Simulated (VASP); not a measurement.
# MgS (pbe) (Fm-3m) in VASP: notebook

Runs on MgS (pbe). Level: PBE. Tasks: single point.

All numbers are computed with VASP 6.6.1; they aren't measurements. Logs are shortened: lines on timing, memory, paths and dates and some standing lists are left out, and cuts for length are marked.

**1. The cell of the first run**

It takes space group Fm-3m (No. 225, cubic). The conventional cell has a = 5.200 Å, b = 5.200 Å, c = 5.200 Å, α = 90.00°, β = 90.00°, γ = 90.00°. Mg (site symmetry m-3m) has 6 S at 2.60 Å within 3.4 Å. Within 3.4 Å of S (site symmetry m-3m) lie 6 Mg at 2.60 Å.

**2. Single point, PBE**

Input file INCAR:

```
SYSTEM = MgS
PREC = Accurate
ENCUT = 520
EDIFF = 1E-6
ISMEAR = 0
SIGMA = 0.1
LREAL = .FALSE.
LASPH = .TRUE.
NELM = 60
ALGO = Normal
ISIF = 2
LWAVE = .FALSE.
LCHARG = .TRUE.
GGA = PE
LELF = .TRUE.
LVHAR = .TRUE.
NBANDS = 11
```

Input file KPOINTS:

```
regular mesh
0
G
  6 6 6
  0 0 0
```

Input file POSCAR:

```
MgS
1.0
    0.0000000000      2.6000000000      2.6000000000
    2.6000000000      0.0000000000      2.6000000000
    2.6000000000      2.6000000000      0.0000000000
Mg S
1 1
Direct
    0.0000000000      0.0000000000      0.0000000000
    0.5000000000      0.5000000000      0.5000000000
```

Potentials or basis: VASP PAW PBE potentials, release 64 (Mg, S).

Started as:

```bash
cat potpaw_PBE.64/Mg/POTCAR potpaw_PBE.64/S/POTCAR > POTCAR
mpirun -np 1 vasp_std > vasp.out
```

OUTCAR:

```text
SYSTEM = MgS
   PREC = Accurate
   ENCUT = 520
   EDIFF = 1E-6
   ISMEAR = 0
   LREAL = .FALSE.
   LASPH = .TRUE.
   NELM = 60
   ISIF = 2
   GGA = PE

 ion  position               nearest neighbor table
   1  0.000  0.000  0.000-   2 2.60   2 2.60   2 2.60   2 2.60   2 2.60   2 2.60
   2  0.500  0.500  0.500-   1 2.60   1 2.60   1 2.60   1 2.60   1 2.60   1 2.60

  LATTYP: Found a face centered cubic cell.
 ALAT       =     5.2000000000

  Lattice vectors:

 A1 = (   0.0000000000,   2.6000000000,   2.6000000000)
 A2 = (   2.6000000000,   0.0000000000,   2.6000000000)
 A3 = (   2.6000000000,   2.6000000000,   0.0000000000)

Analysis of symmetry for initial positions (statically):
=====================================================================
 Subroutine PRICEL returns:
 Original cell was already a primitive cell.

 Routine SETGRP: Setting up the symmetry group for a
 face centered cubic supercell.

 Subroutine GETGRP returns: Found 48 space group operations
 (whereof 48 operations were pure point group operations)
 out of a pool of 48 trial point group operations.

The static configuration has the point symmetry O_h .

Analysis of symmetry for dynamics (positions and initial velocities):
=====================================================================
 Subroutine PRICEL returns:
 Original cell was already a primitive cell.

 Routine SETGRP: Setting up the symmetry group for a
 face centered cubic supercell.

 Subroutine GETGRP returns: Found 48 space group operations
 (whereof 48 operations were pure point group operations)
 out of a pool of 48 trial point group operations.

The dynamic configuration has the point symmetry O_h .

 Subroutine INISYM returns: Found 48 space group operations
 (whereof 48 operations are pure point group operations),
 and found     1 'primitive' translations

----------------------------------------------------------------------------------------

                                     Primitive cell

  volume of cell :      35.1520

  direct lattice vectors                    reciprocal lattice vectors
     0.000000000  2.600000000  2.600000000    -0.192307692  0.192307692  0.192307692
     2.600000000  0.000000000  2.600000000     0.192307692 -0.192307692  0.192307692
     2.600000000  2.600000000  0.000000000     0.192307692  0.192307692 -0.192307692

  length of vectors
     3.676955262  3.676955262  3.676955262     0.333086694  0.333086694  0.333086694

  position of ions in fractional coordinates (direct lattice)
     0.000000000  0.000000000  0.000000000
     0.500000000  0.500000000  0.500000000

  ion indices of the primitive-cell ions
[... 76 lines left out ...]
   PSTRESS=    0.0 pullay stress
   NELECT =       8.0000    total number of electrons
   NUPDOWN=      -1.0000    fix difference up-down
   EMIN   =  10.00;   EMAX   =-10.00  energy-range for DOS
   EFERMI =   0.00;   METHOD = LEGACY
   ISMEAR =     0;   SIGMA  =   0.10  broadening in eV -4-tet -1-fermi 0-gaus
   EFERMI_NEDOS =   21; number of points for ismear=-14 and -15
   IALGO  =     38    algorithm
   IMIX   =      4    mixing-type and parameters
     AMIX     =   0.40;   BMIX     =  1.00
     AMIX_MAG =   1.60;   BMIX_MAG =  1.00
  volume/ion in A,a.u.               =      17.58       118.61
  Fermi-wavevector in a.u.,A,eV,Ry     =   0.999512  1.888804 13.592558  0.999025
  Thomas-Fermi vector in A             =   2.131807
   LORBIT       =      0    0 simple, 1 ext, 2 COOP (PROOUT), +10 PAW based schemes
   GGA     = PE    functional components
   LHFCALC =     F    Hartree Fock is set to
   AEXX    =    0.0000 exact exchange contribution
   IVDW    =     0    specifies the selected vdW correction
   LEPSILON=     F    determine dielectric tensor
   LRPA    =     F    only Hartree local field effects (RPA)
 non-spin polarized calculation
 Gauss-broadening in eV      SIGMA  =   0.10
  energy-cutoff  :      520.00
  volume of cell :       35.15
 maximum number of plane-waves:       960
   NGX = 13   NGY = 13   NGZ = 13

 number of electron       8.0000000 magnetization

 Free energy of the ion-electron system (eV)
  ---------------------------------------------------
  ext. energy  EPLUGINS =         0.00000000
  ---------------------------------------------------
  free energy    TOTEN  =        -8.49878754 eV

  energy without entropy =       -8.49878754  energy(sigma->0) =       -8.49878754

 E-fermi :   4.2279     XC(G=0):  -9.6954

 val. band max:        3.7445259381   @ k =   0.0000   0.0000   0.0000
 cond. band min:       6.5220610350   @ k =   0.5000   0.5000   0.0000
 fundamental gap:      2.7775350969
 Fermi energy:         4.2278917992

 k-point     1 :       0.0000    0.0000    0.0000
  band No.  band energies     occupation
      1      -8.9332      2.00000
      2       3.7445      2.00000
      3       3.7445      2.00000
      4       3.7445      2.00000
      5       7.4688      0.00000
      6      11.6964      0.00000
      7      11.6964      0.00000
      8      11.6964      0.00000
      9      14.0950      0.00000
     10      14.0950      0.00000
     11      16.2857      0.00000
[... 197 lines left out ...]
 k-point    16 :      -0.3333    0.5000    0.1667
  band No.  band energies     occupation
      1      -7.2163      2.00000
      2      -0.0149      2.00000
      3       1.1588      2.00000
      4       1.5267      2.00000
      5       8.1579      0.00000
      6       9.9659      0.00000
      7      12.9112      0.00000
      8      13.5538      0.00000
      9      17.5658      0.00000
     10      18.7989      0.00000
     11      19.2262      0.00000

------------------------ aborting loop because EDIFF is reached ----------------------------------------

  FORCE on cell =-STRESS in cart. coord.  units (eV):
  Direction    XX          YY          ZZ          XY          YZ          ZX
  --------------------------------------------------------------------------------------
  -------------------------------------------------------------------------------------
  Total        0.2270557      0.2270557      0.2270557      0.0000000     -0.0000000      0.0000000
  in kB       10.3488724     10.3488724     10.3488724      0.0000000     -0.0000000      0.0000000
  external PRESSURE =      10.3488724 kB  Pullay stress =       0.0000000 kB

 VOLUME and BASIS-vectors are now :
 -----------------------------------------------------------------------------
  energy-cutoff  :      520.00
  volume of cell :       35.15
      direct lattice vectors                 reciprocal lattice vectors
     0.000000000  2.600000000  2.600000000    -0.192307692  0.192307692  0.192307692
     2.600000000  0.000000000  2.600000000     0.192307692 -0.192307692  0.192307692
     2.600000000  2.600000000  0.000000000     0.192307692  0.192307692 -0.192307692

 POSITION                                       TOTAL-FORCE (eV/Angst)
 -----------------------------------------------------------------------------------
      0.00000      0.00000      0.00000        -0.000000      0.000000      0.000000
      2.60000      2.60000      2.60000         0.000000     -0.000000     -0.000000
 -----------------------------------------------------------------------------------
    total drift:                                0.000000      0.000000      0.000000

  FREE ENERGIE OF THE ION-ELECTRON SYSTEM (eV)
  ---------------------------------------------------
  free  energy   TOTEN  =        -8.4987875364 eV

  energy  without entropy=       -8.4987875364  energy(sigma->0) =       -8.49878754
```

OSZICAR:

```text
N       E                     dE             d eps       ncg     rms          rms(c)
DAV:   1     0.196255943808E+02    0.19626E+02   -0.36014E+03   360   0.590E+02
DAV:   2    -0.772632045639E+01   -0.27352E+02   -0.25198E+02   443   0.988E+01
DAV:   3    -0.889851234392E+01   -0.11722E+01   -0.11705E+01   443   0.217E+01
DAV:   4    -0.890484072093E+01   -0.63284E-02   -0.63279E-02   416   0.187E+00
DAV:   5    -0.890489386987E+01   -0.53149E-04   -0.53149E-04   442   0.169E-01    0.442E+00
DAV:   6    -0.853934204248E+01    0.36555E+00   -0.78149E-01   385   0.350E+00    0.346E+00
DAV:   7    -0.849893397927E+01    0.40408E-01   -0.21624E-01   409   0.202E+00    0.229E+00
DAV:   8    -0.849905821422E+01   -0.12423E-03   -0.14670E-02   373   0.740E-01    0.101E+00
DAV:   9    -0.849877454136E+01    0.28367E-03   -0.76838E-04   409   0.162E-01    0.356E-01
DAV:  10    -0.849879107462E+01   -0.16533E-04   -0.22810E-04   410   0.696E-02    0.424E-02
DAV:  11    -0.849878765541E+01    0.34192E-05   -0.21994E-05   412   0.208E-02    0.206E-02
DAV:  12    -0.849878753637E+01    0.11904E-06   -0.72217E-07   230   0.530E-03
   1 F= -.84987875E+01 E0= -.84987875E+01  d E =-.558624E-13
```

Run time: 6.1 s. Hardware: 1 thread of Intel Xeon Platinum 8488C (Sapphire Rapids), shared host; peak memory 0.15 GiB.

What came out:

```
Free energy            : -8.4988 eV
Pressure               : 1.0 GPa
Band gap on the k mesh : 2.78 eV, indirect (least direct gap 3.72 eV)
```

Levels at points of the mesh, in eV from the valence-band top:
```tsv
k point	band 1	band 2	band 3	band 4	band 5	band 6	band 7	band 8
(0.00, 0.00, 0.00)	-12.68	0.00	0.00	0.00	3.72	7.95	7.95	7.95
(0.50, 0.00, 0.00)	-11.37	-4.84	-0.59	-0.59	4.55	6.91	6.91	10.13
(0.50, 0.50, 0.00)	-10.99	-4.20	-1.69	-1.69	2.78	4.39	12.02	12.82
```

(Continued in part 2 of 2.)
